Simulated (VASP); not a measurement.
# Rb (R-3m) in VASP: notebook

Rb is run at these levels: PBE; tasks: single point.

All numbers are computed with VASP 6.6.1; they aren't measurements. Logs are shortened: lines on timing, memory, paths and dates and some standing lists are left out, and cuts for length are marked.

## (1) The cell of the first run

The structure is trigonal, space group R-3m (No. 166). The conventional cell has a = 9.999 Å, b = 9.999 Å, c = 3.062 Å, α = 90.00°, β = 90.00°, γ = 120.00°. Within 4.0 Å of Rb (site symmetry -3m) lie 2 Rb at 3.06 Å.

## (2) Single point, PBE

Contents of INCAR:

```
SYSTEM = Rb
  PREC = Accurate
  ENCUT = 520
  EDIFF = 1E-7
  ISMEAR = 0
  SIGMA = 0.15
  LREAL = .False.
  LASPH = .True.
  NELM = 80
  ALGO = Fast
  ISIF = 2
  LWAVE = .False.
  LCHARG = .False.
  GGA = PE
  NBANDS = 10
```

Contents of KPOINTS:

```
regular mesh
0
Gamma
  14 14 14
  0 0 0
```

Contents of POSCAR:

```
Rb
1.0
   -4.1245615437      2.9461153883      2.9461153883
    2.9461153883     -4.1245615437      2.9461153883
    2.9461153883      2.9461153883     -4.1245615437
Rb
1
Direct
    0.0000000000      0.0000000000      0.0000000000
```

Potentials or basis: VASP PAW PBE potentials, release 64 (Rb_sv).

Command:

```bash
$ cat potpaw_PBE.64/Rb_sv/POTCAR > POTCAR
$ mpirun -np 1 vasp_std > vasp.out
```

OUTCAR:

```text
SYSTEM = Rb
   PREC = Accurate
   ENCUT = 520
   EDIFF = 1E-7
   ISMEAR = 0
   LREAL = .False.
   LASPH = .True.
   NELM = 80
   ISIF = 2
   GGA = PE

 ion  position               nearest neighbor table
   1  0.000  0.000  0.000-

  LATTYP: Found a trigonal (rhomboedric) cell.
 ALAT       =     5.8626955993
 COS(alpha) =    -0.4545454546

  Lattice vectors:

 A1 = (  -4.1245615437,   2.9461153883,   2.9461153883)
 A2 = (   2.9461153883,  -4.1245615437,   2.9461153883)
 A3 = (   2.9461153883,   2.9461153883,  -4.1245615437)

Analysis of symmetry for initial positions (statically):
=====================================================================
 Subroutine PRICEL returns:
 Original cell was already a primitive cell.

 Routine SETGRP: Setting up the symmetry group for a
 trigonal (rhombohedral) supercell.

 Subroutine GETGRP returns: Found 12 space group operations
 (whereof 12 operations were pure point group operations)
 out of a pool of 12 trial point group operations.

The static configuration has the point symmetry D_3d.

Analysis of symmetry for dynamics (positions and initial velocities):
=====================================================================
 Subroutine PRICEL returns:
 Original cell was already a primitive cell.

 Routine SETGRP: Setting up the symmetry group for a
 trigonal (rhombohedral) supercell.

 Subroutine GETGRP returns: Found 12 space group operations
 (whereof 12 operations were pure point group operations)
 out of a pool of 12 trial point group operations.

The dynamic configuration has the point symmetry D_3d.

 Subroutine INISYM returns: Found 12 space group operations
 (whereof 12 operations are pure point group operations),
 and found     1 'primitive' translations

----------------------------------------------------------------------------------------

                                     Primitive cell

  volume of cell :      88.3737

  direct lattice vectors                    reciprocal lattice vectors
    -4.124561544  2.946115388  2.946115388     0.094286116  0.235715290  0.235715290
     2.946115388 -4.124561544  2.946115388     0.235715290  0.094286116  0.235715290
     2.946115388  2.946115388 -4.124561544     0.235715290  0.235715290  0.094286116

  length of vectors
     5.862695599  5.862695599  5.862695599     0.346429312  0.346429312  0.346429312

  position of ions in fractional coordinates (direct lattice)
     0.000000000  0.000000000  0.000000000

  ion indices of the primitive-cell ions
   primitive index   ion index
                 1           1

----------------------------------------------------------------------------------------

 KPOINTS: regular mesh

Automatic generation of k-mesh.
 Grid dimensions read from file:
 generate k-points for:   14   14   14

 Generating k-lattice:

  Cartesian coordinates                     Fractional coordinates (reciprocal lattice)
     0.006734723  0.016836806  0.016836806     0.071428571  0.000000000  0.000000000
     0.016836806  0.006734723  0.016836806     0.000000000  0.071428571  0.000000000
     0.016836806  0.016836806  0.006734723    -0.000000000 -0.000000000  0.071428571

  Length of vectors
     0.024744951  0.024744951  0.024744951

  Shift w.r.t. Gamma in fractional coordinates (k-lattice)
     0.000000000  0.000000000  0.000000000

 Subroutine IBZKPT returns following result:
 ===========================================

 Found    288 irreducible k-points:

 Following reciprocal coordinates:
            Coordinates               Weight
  0.000000  0.000000  0.000000      1.000000
  0.071429  0.000000  0.000000      6.000000
  0.142857 -0.000000 -0.000000      6.000000
  0.214286 -0.000000 -0.000000      6.000000
  0.285714 -0.000000 -0.000000      6.000000
  0.357143 -0.000000 -0.000000      6.000000
[... 16 lines left out ...]
  0.214286  0.142857 -0.000000     12.000000
  0.285714  0.142857  0.000000     12.000000
 [... further k-points ...]
   k-points           NKPTS =    288   k-points in BZ     NKDIM =    288   number of bands    NBANDS=     10
   number of dos      NEDOS =    301   number of ions     NIONS =      1
   total plane-waves  NPLWV = 110592
   dimension x,y,z NGX =    48 NGY =   48 NGZ =   48
   dimension x,y,z NGXF=    96 NGYF=   96 NGZF=   96
   ions per type =               1
   NGX,Y,Z   is equivalent  to a cutoff of  13.61, 13.61, 13.61 a.u.
   NGXF,Y,Z  is equivalent  to a cutoff of  27.22, 27.22, 27.22 a.u.
 SYSTEM =  Rb
   PREC   = accura    normal or accurate (medium, high low for compatibility)
   ISTART =      0    job   : 0-new  1-cont  2-samecut
   ICHARG =      2    charge: 1-file 2-atom 10-const
   ISPIN  =      1    spin polarized calculation?
   LNONCOLLINEAR =      F non collinear calculations
   LSORBIT =      F    spin-orbit coupling
   LASPH  =      T    aspherical Exc in radial PAW
   ENCUT  =  520.0 eV  38.22 Ry    6.18 a.u.  10.90 10.90 10.90*2*pi/ulx,y,z
   NELM   =     80;   NELMIN=  2; NELMDL= -5     # of ELM steps
   EDIFF  = 0.1E-06   stopping-criterion for ELM
   LREAL  =      F    real-space projection
   EDIFFG = 0.1E-05   stopping-criterion for IOM
   NSW    =      0    number of steps for IOM
   IBRION =     -1    ionic relax: 0-MD 1-quasi-New 2-CG
   NFREE  =      0    steps in history (QN), initial steepest desc. (CG)
   ISIF   =      2    stress and relaxation
   ISYM   =      2    0-nonsym 1-usesym 2-fastsym
   POTIM  = 0.5000    time-step for ionic-motion
   TEBEG  =    0.0;   TEEND  =   0.0 temperature during run
   PSTRESS=    0.0 pullay stress
   NELECT =       9.0000    total number of electrons
   NUPDOWN=      -1.0000    fix difference up-down
   EMIN   =  10.00;   EMAX   =-10.00  energy-range for DOS
   EFERMI =   0.00;   METHOD = LEGACY
   ISMEAR =     0;   SIGMA  =   0.15  broadening in eV -4-tet -1-fermi 0-gaus
   EFERMI_NEDOS =   21; number of points for ismear=-14 and -15
   IALGO  =     68    algorithm
   IMIX   =      4    mixing-type and parameters
     AMIX     =   0.40;   BMIX     =  1.00
     AMIX_MAG =   1.60;   BMIX_MAG =  1.00
  volume/ion in A,a.u.               =      88.37       596.38
  Fermi-wavevector in a.u.,A,eV,Ry     =   0.764507  1.444708  7.952205  0.584471
  Thomas-Fermi vector in A             =   1.864423
   LORBIT       =      0    0 simple, 1 ext, 2 COOP (PROOUT), +10 PAW based schemes
   GGA     = PE    functional components
   LHFCALC =     F    Hartree Fock is set to
   AEXX    =    0.0000 exact exchange contribution
   IVDW    =     0    specifies the selected vdW correction
   LEPSILON=     F    determine dielectric tensor
   LRPA    =     F    only Hartree local field effects (RPA)
 non-spin polarized calculation
 RMM-DIIS sequential band-by-band and
 Gauss-broadening in eV      SIGMA  =   0.15
  energy-cutoff  :      520.00
  volume of cell :       88.37
 maximum number of plane-waves:      2410
 NGX is ok and might be reduce to    48

 number of electron       9.0000000 magnetization

 Free energy of the ion-electron system (eV)
  ---------------------------------------------------
  ext. energy  EPLUGINS =         0.00000000
  ---------------------------------------------------
  free energy    TOTEN  =        -0.17631222 eV

  energy without entropy =       -0.16689281  energy(sigma->0) =       -0.17160252

 E-fermi :   0.2244     XC(G=0):  -5.4982

 val. band max:        0.2231891194   @ k =   0.5000   0.4286   0.0714
 cond. band min:       0.2533245987   @ k =  -0.4286   0.3571   0.2857
 fundamental gap:      0.0301354793
 Fermi energy:         0.2244480039

 k-point     1 :       0.0000    0.0000    0.0000
  band No.  band energies     occupation
      1     -29.9949      2.00000
      2     -13.9500      2.00000
      3     -13.9500      2.00000
      4     -12.7804      2.00000
      5      -1.8011      2.00000
      6       1.9025      0.00000
      7       2.1379      0.00000
      8       2.1379      0.00000
      9       4.3150      0.00000
     10       5.0883      0.00000

 k-point     2 :       0.0714    0.0000    0.0000
  band No.  band energies     occupation
      1     -29.9761      2.00000
      2     -13.9308      2.00000
      3     -13.9306      2.00000
      4     -12.9405      2.00000
      5      -1.6831      2.00000
      6       2.1743      0.00000
      7       2.1986      0.00000
      8       2.2226      0.00000
      9       4.4534      0.00000
     10       4.8747      0.00000

 k-point     3 :       0.1429   -0.0000   -0.0000
  band No.  band energies     occupation
      1     -29.9230      2.00000
      2     -13.8765      2.00000
      3     -13.8756      2.00000
      4     -13.3648      2.00000
      5      -1.3504      2.00000
      6       2.2911      0.00000
      7       2.4676      0.00000
      8       3.0297      0.00000
      9       4.3349      0.00000
     10       4.3998      0.00000

 k-point     4 :       0.2143   -0.0000   -0.0000
  band No.  band energies     occupation
      1     -29.8445      2.00000
      2     -13.9272      2.00000
      3     -13.7961      2.00000
      4     -13.7944      2.00000
      5      -0.8406      2.00000
      6       2.4861      0.00000
      7       2.8192      0.00000
      8       3.6104      0.00000
      9       3.7380      0.00000
     10       4.3498      0.00000

 k-point     5 :       0.2857   -0.0000   -0.0000
  band No.  band energies     occupation
      1     -29.7550      2.00000
      2     -14.4977      2.00000
      3     -13.7042      2.00000
      4     -13.7016      2.00000
      5      -0.1835      1.99988
      6       2.5729      0.00000
      7       2.7290      0.00000
      8       3.3035      0.00000
      9       3.6265      0.00000
     10       5.5408      0.00000

 k-point     6 :       0.3571   -0.0000   -0.0000
  band No.  band energies     occupation
      1     -29.6719      2.00000
      2     -14.9746      2.00000
      3     -13.6186      2.00000
      4     -13.6155      2.00000
      5       0.5616      0.00148
      6       2.1954      0.00000
      7       2.3042      0.00000
      8       3.5893      0.00000
      9       4.2255      0.00000
     10       5.5059      0.00000
[... 183 lines left out ...]
 k-point    21 :      -0.0714    0.0714    0.0000
  band No.  band energies     occupation
      1     -29.9948      2.00000
      2     -13.9509      2.00000
      3     -13.9502      2.00000
      4     -12.7804      2.00000
      5      -1.7627      2.00000
      6       1.8908      0.00000
      7       2.0302      0.00000
      8       2.1677      0.00000
      9       4.4802      0.00000
     10       4.9861      0.00000

 k-point    22 :       0.1429    0.1429   -0.0000
  band No.  band energies     occupation
      1     -29.7550      2.00000
      2     -14.4977      2.00000
      3     -13.7017      2.00000
      4     -13.7015      2.00000
      5      -0.3076      2.00000
      6       2.8158      0.00000
      7       2.8598      0.00000
      8       3.2414      0.00000
      9       3.4220      0.00000
     10       5.8140      0.00000

 k-point    23 :       0.2143    0.1429   -0.0000
  band No.  band energies     occupation
      1     -29.6720      2.00000
      2     -14.9747      2.00000
      3     -13.6161      2.00000
      4     -13.6155      2.00000
      5       0.4400      0.04208
      6       2.1980      0.00000
      7       2.3153      0.00000
      8       3.7477      0.00000
      9       3.9970      0.00000
     10       5.9898      0.00000

 k-point    24 :       0.2857    0.1429    0.0000
  band No.  band energies     occupation
      1     -29.6131      2.00000
      2     -15.2881      2.00000
      3     -13.5561      2.00000
      4     -13.5545      2.00000
      5       1.1916      0.00000
      6       1.7660      0.00000
      7       2.0538      0.00000
      8       4.3175      0.00000
      9       4.5209      0.00000
     10       5.2324      0.00000

 [... further k-points ...]

------------------------ aborting loop because EDIFF is reached ----------------------------------------

  FORCE on cell =-STRESS in cart. coord.  units (eV):
  Direction    XX          YY          ZZ          XY          YZ          ZX
  --------------------------------------------------------------------------------------
  -------------------------------------------------------------------------------------
  Total        0.9096276      0.9096276      0.9096276      1.5574380      1.5574380      1.5574380
  in kB       16.4911601     16.4911601     16.4911601     28.2356872     28.2356872     28.2356872
  external PRESSURE =      16.4911601 kB  Pullay stress =       0.0000000 kB

 VOLUME and BASIS-vectors are now :
 -----------------------------------------------------------------------------
  energy-cutoff  :      520.00
  volume of cell :       88.37
      direct lattice vectors                 reciprocal lattice vectors
    -4.124561544  2.946115388  2.946115388     0.094286116  0.235715290  0.235715290
     2.946115388 -4.124561544  2.946115388     0.235715290  0.094286116  0.235715290
     2.946115388  2.946115388 -4.124561544     0.235715290  0.235715290  0.094286116

 POSITION                                       TOTAL-FORCE (eV/Angst)
 -----------------------------------------------------------------------------------
      0.00000      0.00000      0.00000         0.000000      0.000000      0.000000
 -----------------------------------------------------------------------------------
    total drift:                                0.000000      0.000000     -0.000000

  FREE ENERGIE OF THE ION-ELECTRON SYSTEM (eV)
  ---------------------------------------------------
  free  energy   TOTEN  =        -0.1763122250 eV

  energy  without entropy=       -0.1668928137  energy(sigma->0) =       -0.17160252
```

Wall time 16 min (1 thread of Oxide Virtual Turin-like, shared host); peak memory 0.45 GiB.

What came out:

```
Free energy            : -0.1763 eV
Pressure               : 1.6 GPa
Band gap on the k mesh : zero (an odd number of electrons rules out a gap without spin polarisation)
```

Stress tensor (GPa, compression positive):
```
1.65 2.82 2.82
2.82 1.65 2.82
2.82 2.82 1.65
```

Levels at points of the mesh, in eV from the Fermi level:
| k point | band 2 | band 3 | band 4 | band 5 | band 6 | band 7 |
| --- | --- | --- | --- | --- | --- | --- |
| (0.00, 0.00, 0.00) | -14.17 | -14.17 | -13.00 | -2.03 | 1.68 | 1.91 |
| (0.50, 0.00, 0.00) | -15.62 | -13.76 | -13.76 | 0.99 | 1.50 | 2.89 |
| (0.50, 0.50, 0.00) | -14.19 | -14.18 | -13.00 | -0.57 | -0.09 | 1.33 |
| (0.50, 0.50, 0.50) | -15.62 | -13.76 | -13.76 | 1.03 | 1.03 | 4.19 |

## (3) Single point, PBE

This run uses another cell than the first one, of the same volume but with other edges.

Contents of INCAR:

```
SYSTEM = Rb
ALGO = Fast ; EDIFF = 1E-6
ENCUT = 520 ; GGA = PE
ISIF = 2 ; ISMEAR = 0
LASPH = .True. ; LCHARG = .False.
LREAL = .False. ; LWAVE = .False.
NBANDS = 10 ; NELM = 60
PREC = Accurate ; SIGMA = 0.15
```

Contents of KPOINTS:

```
k-points
0
Gamma
  14 14 14
  0 0 0
```

Contents of POSCAR:

```
Rb
1.0
   -3.4493944507      2.8412945172      2.8412945172
    2.8412945172     -3.4493944507      2.8412945172
    2.8412945172      2.8412945172     -3.4493944507
Rb
1
Direct
    0.0000000000      0.0000000000      0.0000000000
```

Potentials or basis: VASP PAW PBE potentials, release 64 (Rb_sv).

Command:

```bash
$ cat potpaw_PBE.64/Rb_sv/POTCAR > POTCAR
$ mpirun -np 1 vasp_std > vasp.out
```

Wall time 6.5 min (1 thread of Oxide Virtual Turin-like, shared host); peak memory 0.37 GiB.

The run converged. Its results:

- Free energy: -0.8123 eV
- Pressure: 0.3 GPa
- Band gap on the k mesh: zero (an odd number of electrons rules out a gap without spin polarisation)

Stress tensor (GPa, compression positive):
```
0.32 0.79 0.79
0.79 0.32 0.79
0.79 0.79 0.32
```

Levels at points of the mesh, in eV from the Fermi level:
```
           k point  band 1  band 2  band 3  band 4  band 5  band 6  band 7  band 8
(0.00, 0.00, 0.00)  -29.11  -13.15  -13.15  -12.99   -2.02    2.68    3.10    3.10
(0.50, 0.00, 0.00)  -29.07  -13.53  -13.11  -13.09    0.74    1.59    2.48    3.57
(0.50, 0.50, 0.00)  -29.11  -13.20  -13.16  -13.00   -0.19    0.31    2.09    4.23
(0.50, 0.50, 0.50)  -29.07  -13.52  -13.12  -13.12    1.30    1.30    3.49    3.49
```

The gap in the log of VASP goes by the Fermi energy; the results here count the filled bands.